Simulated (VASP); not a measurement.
HgTe: single point with LDA

HgTe:

```xyz
2
Lattice="0.0000 3.1370 3.1370 3.1370 0.0000 3.1370 3.1370 3.1370 0.0000" Properties=species:S:1:pos:R:3 pbc="T T T"
Hg    0.0000    0.0000    0.0000
Te    3.1370    3.1370    3.1370
```

This cell differs from its parent crystal: volume scaled by 0.96.

* Program: VASP 6.6.1
* Task: single point
* Functional: LDA
* Potentials or basis: VASP PAW LDA potentials, release 64 (Hg, Te)
* Cutoff: 520 eV
* k mesh: 7 × 7 × 7
* Occupations: fermi-dirac, width 0.05 eV
* Spin: no spin polarisation
* Dipole correction: no
* Further INCAR settings: ALGO = Normal; EDIFF = 1e-06; NBANDS = 16

```yaml
Pressure: -6.8 GPa
Band_gap_on_the_k_mesh: zero (band 9 reaches 3.51 eV, above the bottom of band 10 at 1.41 eV)
```

Levels at points of the mesh, in eV from the Fermi level:
```tsv
k point	band 5	band 6	band 7	band 8	band 9	band 10	band 11	band 12	band 13	band 14
(0.00, 0.00, 0.00)	-6.39	-6.39	-1.42	-0.63	-0.63	-0.63	7.43	7.43	7.43	7.52
```

Run time: 18 s on 1 thread of Intel(R) Xeon(R) 6975P-C (Granite Rapids) (shared host), peak memory 0.18 GiB.

Caveat: spin-orbit coupling is left out, which moves the levels of the heavy elements.
